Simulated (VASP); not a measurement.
# BaTe (R-3m) in VASP: further runs

BaTe is run at these levels: PBE, r2SCAN; tasks: single point.

All numbers are computed with VASP 6.6.1; they aren't measurements. Logs are shortened: lines on timing, memory, paths and dates and some standing lists are left out, and cuts for length are marked.

## 1. The cell of the first run

It takes space group R-3m (No. 166, trigonal). Conventional cell: a = 5.195 Å, b = 5.195 Å, c = 11.742 Å, α = 90.00°, β = 90.00°, γ = 120.00°. Ba (site symmetry -3m) has 6 Te at 3.58 Å within 4.7 Å. Within 4.7 Å of Te (site symmetry -3m) lie 6 Ba at 3.58 Å.

## 2. Single point, PBE (epitaxial 111 strain +4.0%)

INCAR

```
PREC = Accurate ; ENCUT = 520
EDIFF = 1E-6 ; ISMEAR = -1
SIGMA = 0.02 ; LREAL = False
LASPH = True ; NELM = 80
ALGO = Normal ; ISIF = 2
LWAVE = False ; LCHARG = False
GGA = PE ; NBANDS = 15
```

KPOINTS

```
regular mesh
0
Gamma
  6 6 6
```

POSCAR

```
BaTe
1.0
   -0.1893809527      3.4843013552      3.4843013552
    3.4843013552     -0.1893809527      3.4843013552
    3.4843013552      3.4843013552     -0.1893809527
Ba Te
1 1
Direct
    0.0000000000      0.0000000000      0.0000000000
    0.5000000000      0.5000000000      0.5000000000
```

Potentials or basis: VASP PAW PBE potentials, release 64 (Ba_sv, Te).

The run is started by

```
$ cat potpaw_PBE.64/Ba_sv/POTCAR potpaw_PBE.64/Te/POTCAR > POTCAR
$ mpirun -np 1 vasp_std > vasp.out
```

OUTCAR:

```text
PREC = Accurate
   ENCUT = 520
   EDIFF = 1E-6
   ISMEAR = -1
   LREAL = False
   LASPH = True
   NELM = 80
   ISIF = 2
   GGA = PE

 ion  position               nearest neighbor table
   1  0.000  0.000  0.000-   2 3.58   2 3.58   2 3.58   2 3.58   2 3.58   2 3.58
   2  0.500  0.500  0.500-   1 3.58   1 3.58   1 3.58   1 3.58   1 3.58   1 3.58

  LATTYP: Found a trigonal (rhomboedric) cell.
 ALAT       =     4.9311841390
 COS(alpha) =     0.4449900703

  Lattice vectors:

 A1 = (  -0.1893809527,   3.4843013552,   3.4843013552)
 A2 = (   3.4843013552,  -0.1893809527,   3.4843013552)
 A3 = (   3.4843013552,   3.4843013552,  -0.1893809527)

Analysis of symmetry for initial positions (statically):
=====================================================================
 Subroutine PRICEL returns:
 Original cell was already a primitive cell.

 Routine SETGRP: Setting up the symmetry group for a
 trigonal (rhombohedral) supercell.

 Subroutine GETGRP returns: Found 12 space group operations
 (whereof 12 operations were pure point group operations)
 out of a pool of 12 trial point group operations.

The static configuration has the point symmetry D_3d.

Analysis of symmetry for dynamics (positions and initial velocities):
=====================================================================
 Subroutine PRICEL returns:
 Original cell was already a primitive cell.

 Routine SETGRP: Setting up the symmetry group for a
 trigonal (rhombohedral) supercell.

 Subroutine GETGRP returns: Found 12 space group operations
 (whereof 12 operations were pure point group operations)
 out of a pool of 12 trial point group operations.

The dynamic configuration has the point symmetry D_3d.

 Subroutine INISYM returns: Found 12 space group operations
 (whereof 12 operations are pure point group operations),
 and found     1 'primitive' translations

----------------------------------------------------------------------------------------

                                     Primitive cell

  volume of cell :      91.4920

  direct lattice vectors                    reciprocal lattice vectors
    -0.189380953  3.484301355  3.484301355    -0.132301111  0.139905334  0.139905334
     3.484301355 -0.189380953  3.484301355     0.139905334 -0.132301111  0.139905334
     3.484301355  3.484301355 -0.189380953     0.139905334  0.139905334 -0.132301111

  length of vectors
     4.931184139  4.931184139  4.931184139     0.238013842  0.238013842  0.238013842

  position of ions in fractional coordinates (direct lattice)
     0.000000000  0.000000000  0.000000000
     0.500000000  0.500000000  0.500000000

  ion indices of the primitive-cell ions
   primitive index   ion index
                 1           1
                 2           2

----------------------------------------------------------------------------------------

 KPOINTS: regular mesh

Automatic generation of k-mesh.
 Grid dimensions read from file:
 generate k-points for:    6    6    6

 Generating k-lattice:

  Cartesian coordinates                     Fractional coordinates (reciprocal lattice)
    -0.022050185  0.023317556  0.023317556     0.166666667  0.000000000  0.000000000
     0.023317556 -0.022050185  0.023317556     0.000000000  0.166666667  0.000000000
     0.023317556  0.023317556 -0.022050185     0.000000000  0.000000000  0.166666667

  Length of vectors
     0.039668974  0.039668974  0.039668974

  Shift w.r.t. Gamma in fractional coordinates (k-lattice)
     0.000000000  0.000000000  0.000000000

 Subroutine IBZKPT returns following result:
 ===========================================

 Found     32 irreducible k-points:

 Following reciprocal coordinates:
            Coordinates               Weight
  0.000000  0.000000  0.000000      1.000000
  0.166667  0.000000 -0.000000      6.000000
  0.333333  0.000000  0.000000      6.000000
  0.500000  0.000000  0.000000      3.000000
  0.166667  0.166667  0.000000      6.000000
  0.333333  0.166667  0.000000     12.000000
[... 16 lines left out ...]
  0.500000  0.500000  0.166667      6.000000
 -0.333333  0.500000  0.166667     12.000000
 [... further k-points ...]
   k-points           NKPTS =     32   k-points in BZ     NKDIM =     32   number of bands    NBANDS=     15
   number of dos      NEDOS =    301   number of ions     NIONS =      2
   total plane-waves  NPLWV =  64000
   dimension x,y,z NGX =    40 NGY =   40 NGZ =   40
   dimension x,y,z NGXF=    80 NGYF=   80 NGZF=   80
   ions per type =               1   1
   NGX,Y,Z   is equivalent  to a cutoff of  13.49, 13.49, 13.49 a.u.
   NGXF,Y,Z  is equivalent  to a cutoff of  26.97, 26.97, 26.97 a.u.
 SYSTEM =  unknown system
   PREC   = accura    normal or accurate (medium, high low for compatibility)
   ISTART =      0    job   : 0-new  1-cont  2-samecut
   ICHARG =      2    charge: 1-file 2-atom 10-const
   ISPIN  =      1    spin polarized calculation?
   LNONCOLLINEAR =      F non collinear calculations
   LSORBIT =      F    spin-orbit coupling
   LASPH  =      T    aspherical Exc in radial PAW
   ENCUT  =  520.0 eV  38.22 Ry    6.18 a.u.   9.17  9.17  9.17*2*pi/ulx,y,z
   NELM   =     80;   NELMIN=  2; NELMDL= -5     # of ELM steps
   EDIFF  = 0.1E-05   stopping-criterion for ELM
   LREAL  =      F    real-space projection
   EDIFFG = 0.1E-04   stopping-criterion for IOM
   NSW    =      0    number of steps for IOM
   IBRION =     -1    ionic relax: 0-MD 1-quasi-New 2-CG
   NFREE  =      0    steps in history (QN), initial steepest desc. (CG)
   ISIF   =      2    stress and relaxation
   ISYM   =      2    0-nonsym 1-usesym 2-fastsym
   POTIM  = 0.5000    time-step for ionic-motion
   TEBEG  =    0.0;   TEEND  =   0.0 temperature during run
   PSTRESS=    0.0 pullay stress
   NELECT =      16.0000    total number of electrons
   NUPDOWN=      -1.0000    fix difference up-down
   EMIN   =  10.00;   EMAX   =-10.00  energy-range for DOS
   EFERMI =   0.00;   METHOD = LEGACY
   ISMEAR =    -1;   SIGMA  =   0.02  broadening in eV -4-tet -1-fermi 0-gaus
   EFERMI_NEDOS =   21; number of points for ismear=-14 and -15
   IALGO  =     38    algorithm
   IMIX   =      4    mixing-type and parameters
     AMIX     =   0.40;   BMIX     =  1.00
     AMIX_MAG =   1.60;   BMIX_MAG =  1.00
  volume/ion in A,a.u.               =      45.75       308.71
  Fermi-wavevector in a.u.,A,eV,Ry     =   0.915490  1.730026 11.403352  0.838123
  Thomas-Fermi vector in A             =   2.040238
   LORBIT       =      0    0 simple, 1 ext, 2 COOP (PROOUT), +10 PAW based schemes
   GGA     = PE    functional components
   LHFCALC =     F    Hartree Fock is set to
   AEXX    =    0.0000 exact exchange contribution
   IVDW    =     0    specifies the selected vdW correction
   LEPSILON=     F    determine dielectric tensor
   LRPA    =     F    only Hartree local field effects (RPA)
 non-spin polarized calculation
  energy-cutoff  :      520.00
  volume of cell :       91.49
 maximum number of plane-waves:      2493
 NGX is ok and might be reduce to    40
   NGX = 19   NGY = 19   NGZ = 19

 number of electron      16.0000000 magnetization

 Free energy of the ion-electron system (eV)
  ---------------------------------------------------
  ext. energy  EPLUGINS =         0.00000000
  ---------------------------------------------------
  free energy    TOTEN  =        -8.59788125 eV

  energy without entropy =       -8.59788125  energy(sigma->0) =       -8.59788125

 E-fermi :   2.4554     XC(G=0):  -7.9926

 val. band max:        2.0593178701   @ k =   0.0000   0.0000   0.0000
 cond. band min:       3.5314317850   @ k =   0.5000   0.5000   0.0000
 fundamental gap:      1.4721139149
 Fermi energy:         2.4554218624

 k-point     1 :       0.0000    0.0000    0.0000
  band No.  band energies     occupation
      1     -25.3295      2.00000
      2     -10.4679      2.00000
      3     -10.4583      2.00000
      4     -10.4583      2.00000
      5      -7.5079      2.00000
      6       1.8282      2.00000
      7       1.8282      2.00000
      8       2.0593      2.00000
      9       4.4559      0.00000
     10       4.6555      0.00000
     11       4.6555      0.00000
     12       5.3045      0.00000
     13       5.4304      0.00000
     14       5.4304      0.00000
     15       8.8919      0.00000

 k-point     2 :       0.1667    0.0000   -0.0000
  band No.  band energies     occupation
      1     -25.3273      2.00000
      2     -10.5423      2.00000
      3     -10.4700      2.00000
      4     -10.4583      2.00000
      5      -7.3641      2.00000
      6       1.1121      2.00000
      7       1.5019      2.00000
      8       1.7319      2.00000
      9       4.7901      0.00000
     10       4.9709      0.00000
     11       5.2909      0.00000
     12       5.6947      0.00000
     13       6.0727      0.00000
     14       6.1100      0.00000
     15       9.5512      0.00000

 k-point     3 :       0.3333    0.0000    0.0000
  band No.  band energies     occupation
      1     -25.3231      2.00000
      2     -10.6908      2.00000
      3     -10.4773      2.00000
      4     -10.4581      2.00000
      5      -7.0834      2.00000
      6       0.1758      2.00000
      7       1.0248      2.00000
      8       1.2882      2.00000
      9       5.2782      0.00000
     10       5.7071      0.00000
     11       6.0534      0.00000
     12       6.9544      0.00000
     13       7.5333      0.00000
     14       7.5493      0.00000
     15       9.4540      0.00000

 k-point     4 :       0.5000    0.0000    0.0000
  band No.  band energies     occupation
      1     -25.3210      2.00000
      2     -10.7587      2.00000
      3     -10.4809      2.00000
      4     -10.4580      2.00000
      5      -6.9441      2.00000
      6      -0.1920      2.00000
      7       0.8340      2.00000
      8       1.1118      2.00000
      9       6.0254      0.00000
     10       6.1957      0.00000
     11       6.3040      0.00000
     12       7.0526      0.00000
     13       8.4759      0.00000
     14       8.7036      0.00000
     15       8.9287      0.00000
[... 307 lines left out ...]
 k-point    22 :      -0.1667    0.3333    0.1667
  band No.  band energies     occupation
      1     -25.3200      2.00000
      2     -10.6384      2.00000
      3     -10.5387      2.00000
      4     -10.4954      2.00000
      5      -7.1367      2.00000
      6       0.3748      2.00000
      7       1.1199      2.00000
      8       1.2317      2.00000
      9       4.7434      0.00000
     10       6.0392      0.00000
     11       6.3814      0.00000
     12       6.8039      0.00000
     13       7.3386      0.00000
     14       8.5455      0.00000
     15       8.9458      0.00000

 k-point    23 :       0.5000    0.5000    0.1667
  band No.  band energies     occupation
      1     -25.3170      2.00000
      2     -10.6537      2.00000
      3     -10.5208      2.00000
      4     -10.5163      2.00000
      5      -7.2170      2.00000
      6       0.6232      2.00000
      7       1.1876      2.00000
      8       1.2034      2.00000
      9       4.0640      0.00000
     10       6.6313      0.00000
     11       6.6638      0.00000
     12       7.2388      0.00000
     13       7.2602      0.00000
     14       7.3051      0.00000
     15       9.2332      0.00000

 k-point    24 :      -0.3333    0.5000    0.1667
  band No.  band energies     occupation
      1     -25.3169      2.00000
      2     -10.6116      2.00000
      3     -10.5535      2.00000
      4     -10.5385      2.00000
      5      -7.2051      2.00000
      6       0.8510      2.00000
      7       0.8912      2.00000
      8       1.2005      2.00000
      9       4.4797      0.00000
     10       6.2973      0.00000
     11       6.3436      0.00000
     12       6.8462      0.00000
     13       7.4622      0.00000
     14       8.0408      0.00000
     15       9.6297      0.00000

 [... further k-points ...]
[... 5 lines left out ...]
  --------------------------------------------------------------------------------------
  -------------------------------------------------------------------------------------
  Total       -0.4530211     -0.4530211     -0.4530211      0.3040081      0.3040081      0.3040081
  in kB       -7.9331563     -7.9331563     -7.9331563      5.3236898      5.3236898      5.3236898
  external PRESSURE =      -7.9331563 kB  Pullay stress =       0.0000000 kB

 VOLUME and BASIS-vectors are now :
 -----------------------------------------------------------------------------
  energy-cutoff  :      520.00
  volume of cell :       91.49
      direct lattice vectors                 reciprocal lattice vectors
    -0.189380953  3.484301355  3.484301355    -0.132301111  0.139905334  0.139905334
     3.484301355 -0.189380953  3.484301355     0.139905334 -0.132301111  0.139905334
     3.484301355  3.484301355 -0.189380953     0.139905334  0.139905334 -0.132301111

 POSITION                                       TOTAL-FORCE (eV/Angst)
 -----------------------------------------------------------------------------------
      0.00000      0.00000      0.00000         0.000000     -0.000000     -0.000000
      3.38961      3.38961      3.38961        -0.000000      0.000000      0.000000
 -----------------------------------------------------------------------------------
    total drift:                                0.000000     -0.000000     -0.000000

  FREE ENERGIE OF THE ION-ELECTRON SYSTEM (eV)
  ---------------------------------------------------
  free  energy   TOTEN  =        -8.5978812525 eV

  energy  without entropy=       -8.5978812525  energy(sigma->0) =       -8.59788125
```

It took 26 s on 1 thread of AMD EPYC 9R45 (Zen 5), shared host; peak memory 0.22 GiB.

What came out:

- Free energy: -8.5979 eV
- Pressure: -0.8 GPa
- Band gap on the k mesh: 1.47 eV (least direct gap 1.90 eV)

Caveat: the cell differs from its parent crystal (epitaxial 111 strain +4.0%); spin-orbit coupling is left out, which moves the levels of the heavy elements. A k mesh can miss the band edges.

(Continued in part 2 of 2.)
